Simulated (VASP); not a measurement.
Write the native input for VASP 6.6.1 that does the following.

```
Task                   : relaxation of cell and atoms
Functional             : PBEsol
Potentials or basis    : VASP PAW PBE potentials, release 64 (Mg, O)
Cutoff                 : 600 eV
k mesh                 : 10 × 10 × 10
Occupations            : gaussian, width 0.01 eV
Spin                   : no spin polarisation
Target pressure        : 22.6 GPa
Dipole correction      : no
Further INCAR settings : ALGO = Normal; EDIFF = 1e-07; IBRION = 2; EDIFFG = -0.002; NSW = 80; ISIF = 3
```

The structure of MgO (Periclase) lies in POSCAR:

```
MgO
1.0
    0.0000000000      2.0288630424      2.0288630424
    2.0288630424      0.0000000000      2.0288630424
    2.0288630424      2.0288630424      0.0000000000
Mg O
1 1
Direct
    0.0000000000      0.0000000000      0.0000000000
    0.5000000000      0.5000000000      0.5000000000
```

These files were run (other wordings do the same):

INCAR

```
SYSTEM = MgO
PREC = Accurate ; ENCUT = 600
EDIFF = 1E-7 ; ISMEAR = 0
SIGMA = 0.01 ; LREAL = .False.
LASPH = .True. ; NELM = 120
ALGO = Normal ; ISIF = 3
LWAVE = .False. ; LCHARG = .False.
GGA = PS ; IBRION = 2
NSW = 80 ; EDIFFG = -0.002
PSTRESS = 226.0 ; GGA_COMPAT = .False.
NELMIN = 4
```

KPOINTS

```
Automatic mesh
0
Gamma
  10 10 10
  0 0 0
```

Potentials or basis: VASP PAW PBE potentials, release 64 (Mg, O).

Run with:

```sh
$ cat potpaw_PBE.64/Mg/POTCAR potpaw_PBE.64/O/POTCAR > POTCAR
$ mpirun -np 1 vasp_std > vasp.out
```

It gave:

| Item | Value |
| --- | --- |
| Relaxed volume | 8.33 Å³/atom |
| Relaxed cell | a = 2.867 Å, b = 2.867 Å, c = 2.867 Å, α = 60.00°, β = 60.00°, γ = 60.00° |
| Space group after relaxing (to 0.05 Å) | Fm-3m (No. 225) |
| Energy change on relaxing (the enthalpy is what falls) | +2.4 meV/atom |
| Ionic steps | 3 |
| Pressure after relaxing | 22.6 GPa |
| Band gap on the k mesh | 5.82 eV, direct |

Caveat: the cell is relaxed towards a set pressure, so the enthalpy falls and the energy may rise; the PAW data sets were made with another functional, which shifts forces and pressure a little.

Run time: 14 s on 1 thread of Intel Xeon 6975P-C, on a shared host, peak memory 0.15 GiB.
